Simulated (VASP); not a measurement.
# Sb in VASP: further runs, part 2 of 2

VASP 6.6.1. The steps go on from the part before.

**3. Single point, PBE+D3(BJ) (the cell strained at random)**

The input, INCAR:

```
  PREC = Accurate
  ENCUT = 520
  EDIFF = 1E-6
  ISMEAR = -1
  SIGMA = 0.05
  LREAL = F
  LASPH = T
  NELM = 100
  ALGO = Normal
  ISIF = 2
  LWAVE = F
  LCHARG = F
  GGA = PE
  IVDW = 12
  NBANDS = 8
```

The input, KPOINTS:

```
regular mesh
0
Gamma
  8 8 8
```

The input, POSCAR:

```
Sb
1.0
    3.1747580000      0.0166870000     -0.0318050000
    0.0166870000      3.1310600000      0.0414250000
   -0.0318050000      0.0414250000      3.1753420000
Sb
1
Direct
    0.0020990000     -0.0116150000      0.0175410000
```

Potentials or basis: VASP PAW PBE potentials, release 64 (Sb).

Started as:

```bash
cat potpaw_PBE.64/Sb/POTCAR > POTCAR
mpirun -np 1 vasp_std > vasp.out
```

OUTCAR:

```text
PREC = Accurate
   ENCUT = 520
   EDIFF = 1E-6
   ISMEAR = -1
   LREAL = F
   LASPH = T
   NELM = 100
   ISIF = 2
   GGA = PE
   IVDW = 12
 IVDW          = 12

 ion  position               nearest neighbor table
   1  0.002  0.988  0.018-

  LATTYP: Found a triclinic cell.
 ALAT       =     3.1313784840
 B/A-ratio  =     1.4315109123
 C/A-ratio  =     1.0141768178
 COS(alpha) =     0.0041752926
 COS(beta)  =     0.0262165881
 COS(gamma) =     0.7059651681

  Lattice vectors:

 A1 = (  -0.0166870000,  -3.1310600000,  -0.0414250000)
 A2 = (  -3.1914450000,  -3.1477470000,  -0.0096200000)
 A3 = (   0.0318050000,  -0.0414250000,  -3.1753420000)

Analysis of symmetry for initial positions (statically):
=====================================================================
 Subroutine PRICEL returns:
 Original cell was already a primitive cell.

 Routine SETGRP: Setting up the symmetry group for a
 triclinic supercell.

[... 164 lines left out ...]

 E-fermi :   6.3992     XC(G=0):  -9.3902

 val. band max:        6.3879353075   @ k =   0.2500   0.3750   0.1250
 cond. band min:       6.4217279900   @ k =  -0.2500  -0.1250   0.3750
 fundamental gap:      0.0337926826
 Fermi energy:         6.3991595903

 k-point     1 :       0.0000    0.0000    0.0000
  band No.  band energies     occupation
      1      -5.5267      2.00000
      2       9.3932      0.00000
      3       9.4903      0.00000
      4       9.8293      0.00000
      5      13.2328      0.00000
      6      13.3666      0.00000
      7      14.4037      0.00000
      8      23.6001      0.00000
[... 243 lines left out ...]
 k-point    24 :       0.2500    0.3750   -0.0000
  band No.  band energies     occupation
      1      -2.9612      2.00000
      2       3.0867      2.00000
      3       6.2509      1.90188
      4      11.7064      0.00000
      5      12.4391      0.00000
      6      16.0106      0.00000
      7      18.7076      0.00000
      8      19.6249      0.00000

 [... further k-points ...]

------------------------ aborting loop because EDIFF is reached ----------------------------------------

 Edisp (eV)   -0.45150

 E8    (eV) :    -0.2106

  FORCE on cell =-STRESS in cart. coord.  units (eV):
  Direction    XX          YY          ZZ          XY          YZ          ZX
  --------------------------------------------------------------------------------------
  -------------------------------------------------------------------------------------
  Total      -1.00192    -0.76122    -1.01530     0.00735    -0.00443     0.02823
  in kB     -50.87234   -38.65114   -51.55170     0.37321    -0.22483     1.43354
  external pressure =      -47.03 kB  Pullay stress =        0.00 kB

 VOLUME and BASIS-vectors are now :
 -----------------------------------------------------------------------------
  energy-cutoff  :      520.00
  volume of cell :       31.55
      direct lattice vectors                 reciprocal lattice vectors
     3.174758000  0.016687000 -0.031805000     0.315025520 -0.001720974  0.003177824
     0.016687000  3.131060000  0.041425000    -0.001720974  0.319445194 -0.004184668
    -0.031805000  0.041425000  3.175342000     0.003177824 -0.004184668  0.315013129

 POSITION                                       TOTAL-FORCE (eV/Angst)
 -----------------------------------------------------------------------------------
      0.02260      3.09545      0.09658         0.000000      0.000000      0.000000
 -----------------------------------------------------------------------------------
    total drift:                                0.000001     -0.000000     -0.000001

  FREE ENERGIE OF THE ION-ELECTRON SYSTEM (eV)
  ---------------------------------------------------
  free  energy   TOTEN  =        -4.5199022322 eV

  energy  without entropy=       -4.5143488445  energy(sigma->0) =       -4.51712554
```

OSZICAR:

```text
N       E                     dE             d eps       ncg     rms          rms(c)
DAV:   1     0.522404479087E+01    0.52240E+01   -0.16251E+03  4168   0.402E+02
DAV:   2    -0.394642256127E+01   -0.91705E+01   -0.88096E+01  5968   0.516E+01
DAV:   3    -0.406355333789E+01   -0.11713E+00   -0.11682E+00  4952   0.666E+00
DAV:   4    -0.406405850401E+01   -0.50517E-03   -0.50516E-03  6144   0.530E-01
DAV:   5    -0.406406056303E+01   -0.20590E-05   -0.20596E-05  5256   0.222E-02    0.174E+00
DAV:   6    -0.406658583925E+01   -0.25253E-02   -0.11027E-03  5328   0.204E-01    0.103E+00
DAV:   7    -0.406834703162E+01   -0.17612E-02   -0.25861E-03  4712   0.309E-01    0.770E-02
DAV:   8    -0.406839557192E+01   -0.48540E-04   -0.82092E-05  5728   0.615E-02    0.721E-03
DAV:   9    -0.406839856450E+01   -0.29926E-05   -0.22246E-06  5496   0.963E-03    0.203E-03
DAV:  10    -0.406839889116E+01   -0.32666E-06   -0.85234E-07  5352   0.485E-03
   1 F= -.45199022E+01 E0= -.45171255E+01  d E =-.555339E-02
```

Run time: 10 s. Hardware: 1 thread of Intel Xeon 6975P-C (Granite Rapids), shared host; peak memory 0.19 GiB.

What came out:

```yaml
Free_energy: -4.5199 eV
Pressure: -4.7 GPa
Dispersion_energy_per_atom: -0.452 eV
```

Levels at points of the mesh, in eV from the Fermi level:
| k point | band 1 | band 2 | band 3 | band 4 | band 5 | band 6 |
| --- | --- | --- | --- | --- | --- | --- |
| (0.00, 0.00, 0.00) | -11.93 | 2.99 | 3.09 | 3.43 | 6.83 | 6.97 |
| (0.50, 0.00, 0.00) | -9.76 | -5.14 | 4.80 | 5.21 | 8.87 | 10.55 |
| (0.00, 0.50, 0.00) | -9.59 | -5.18 | 4.90 | 5.00 | 8.88 | 10.38 |
| (0.50, 0.50, 0.00) | -7.31 | -3.34 | -3.12 | 2.44 | 6.71 | 12.23 |
| (0.00, 0.00, 0.50) | -9.76 | -5.14 | 4.81 | 5.18 | 8.85 | 10.56 |
| (0.50, 0.00, 0.50) | -7.50 | -3.37 | -3.16 | 2.42 | 6.97 | 12.40 |
| (0.00, 0.50, 0.50) | -7.31 | -3.40 | -3.06 | 2.45 | 6.73 | 12.32 |
| (0.50, 0.50, 0.50) | -4.81 | -1.67 | -1.48 | -1.24 | 4.78 | 4.90 |

Caveat: the cell differs from its parent crystal (the cell strained at random); spin-orbit coupling is left out, which moves the levels of the heavy elements; pairwise dispersion overbinds metals, which lowers pressure and volume.

**4. Single point, LDA**

The input, INCAR:

```
SYSTEM = Sb
ALGO = Normal ; EDIFF = 1E-6
ENCUT = 520 ; GGA = CA
ISIF = 2 ; ISMEAR = 0
LASPH = .True. ; LCHARG = .False.
LREAL = .False. ; LWAVE = .False.
NBANDS = 8 ; NELM = 60
PREC = Accurate ; SIGMA = 0.1
```

The input, KPOINTS:

```
k-points
0
Gamma
  8 8 8
  0 0 0
```

The input, POSCAR:

```
Sb
1.0
    3.1600000000      0.0000000000      0.0000000000
    0.0000000000      3.1600000000      0.0000000000
    0.0000000000      0.0000000000      3.1600000000
Sb
1
Direct
    0.0000000000      0.0000000000      0.0000000000
```

Potentials or basis: VASP PAW LDA potentials, release 64 (Sb).

Started as:

```bash
cat potpaw_LDA.64/Sb/POTCAR > POTCAR
mpirun -np 1 vasp_std > vasp.out
```

Wall time 1.8 s (1 thread of Intel Xeon 6975P-C (Granite Rapids), shared host); peak memory 0.12 GiB.

It converged, with:

| Item | Value |
| --- | --- |
| Free energy | -4.7136 eV |
| Pressure | -5.6 GPa |

Levels at points of the mesh, in eV from the Fermi level:
| k point | band 1 | band 2 | band 3 | band 4 | band 5 | band 6 |
| --- | --- | --- | --- | --- | --- | --- |
| (0.00, 0.00, 0.00) | -11.93 | 3.14 | 3.14 | 3.14 | 6.91 | 6.91 |
| (0.50, 0.00, 0.00) | -9.72 | -5.12 | 4.95 | 4.95 | 8.79 | 10.47 |
| (0.50, 0.50, 0.00) | -7.42 | -3.21 | -3.21 | 2.46 | 6.74 | 12.12 |
| (0.50, 0.50, 0.50) | -4.89 | -1.44 | -1.44 | -1.44 | 4.98 | 4.98 |

Caveat: spin-orbit coupling is left out, which moves the levels of the heavy elements.

**5. Single point, r2SCAN+D3(BJ), non-collinear spin, zero start, spin-orbit coupling**

This run uses another cell than the first one, of 34.08 Å³/atom, 1.080 times its volume.

The input, POSCAR:

```
Sb
1.0
    3.2421143949      0.0000000000      0.0000000000
    0.0000000000      3.2421143949      0.0000000000
    0.0000000000      0.0000000000      3.2421143949
Sb
1
Direct
    0.0000000000      0.0000000000      0.0000000000
```

The input, INCAR.step1:

```
SYSTEM = Sb
  PREC = Accurate
  ENCUT = 520
  ISMEAR = -4
  SIGMA = 0.05
  LREAL = .False.
  LASPH = .True.
  NELM = 150
  MAGMOM = 0 0 0
  LSORBIT = .True.
  GGA_COMPAT = .False.
  NBANDS = 16
  GGA = PE
  ALGO = Normal
  EDIFF = 1E-4
  LWAVE = .True.
  LCHARG = .False.
```

The input, INCAR.step2:

```
SYSTEM = Sb
  PREC = Accurate
  ENCUT = 520
  EDIFF = 1E-7
  ISMEAR = -4
  SIGMA = 0.05
  LREAL = .False.
  LASPH = .True.
  NELM = 150
  ALGO = Normal
  ISIF = 2
  LWAVE = .False.
  LCHARG = .False.
  MAGMOM = 0 0 0
  LORBIT = 11
  LSORBIT = .True.
  GGA_COMPAT = .False.
  LORBMOM = .True.
  METAGGA = R2SCAN
  LMIXTAU = .True.
  IVDW = 12
  VDW_S6 = 1.0
  VDW_S8 = 0.78981345
  VDW_A1 = 0.49484001
  VDW_A2 = 5.73083694
  NBANDS = 16
  ISTART = 1
```

The input, KPOINTS:

```
Automatic mesh
0
Gamma
  8 8 8
  0 0 0
```

Potentials or basis: VASP PAW PBE potentials, release 64 (Sb).

Started as:

```bash
cat potpaw_PBE.64/Sb/POTCAR > POTCAR
cp INCAR.step1 INCAR
mpirun -np 1 vasp_ncl > vasp.out
cp INCAR.step2 INCAR
mpirun -np 1 vasp_ncl > vasp.out
```

It took 51 s on 1 thread of Intel Xeon 6975P-C (Granite Rapids), shared host; peak memory 0.23 GiB.

Results (log left out):

- Free energy: -25.5843 eV
- Pressure: -6.4 GPa
- Net moment: 0.00 μB per cell
- Valence electrons inside the program's atomic spheres: Sb 2.30
- Dispersion energy per atom: -0.195 eV

Moments on the atoms (μB; x, y, z):
```
Sb  0.00 0.00 0.00
```

Caveat: the PAW data sets were made with another functional, which shifts forces and pressure a little.

**6. Summary**

| level | potentials or basis | spin | cell | smearing | gap on the mesh (eV) | pressure (GPa) | moment (μB) |
| --- | --- | --- | --- | --- | --- | --- | --- |
| revPBE+D4 | VASP PAW PBE potentials, release 64 (Sb) | collinear, ferromagnetic start | a = 3.160 Å, 1 atom | tetrahedron | none | -6.1 | 0.00 |
| PBE+D3(BJ) | VASP PAW PBE potentials, release 64 (Sb) | off | a = 3.175, b = 3.131, c = 3.176 Å, angles 88.5, 91.1, 89.4°, 1 atom | fermi-dirac 0.05 eV | none | -4.7 | - |
| LDA | VASP PAW LDA potentials, release 64 (Sb) | off | a = 3.160 Å, 1 atom | gaussian 0.1 eV | none | -5.6 | - |
| r2SCAN+D3(BJ) | VASP PAW PBE potentials, release 64 (Sb) | non-collinear, zero start, SOC | a = 3.242 Å, 1 atom | tetrahedron | - | -6.4 | 0.00 |

Alike in all rows: task single point; k mesh 8 × 8 × 8; cutoff (eV) 520.

Caveats: spin-orbit coupling is left out, which moves the levels of the heavy elements (some runs); the PAW data sets were made with another functional, which shifts forces and pressure a little (some runs); pairwise dispersion overbinds metals, which lowers pressure and volume (some runs); tetrahedron occupations give inexact forces and stress in metals (some runs).

Total energies depend on the potentials used, so only differences within one code and one set of settings carry meaning.
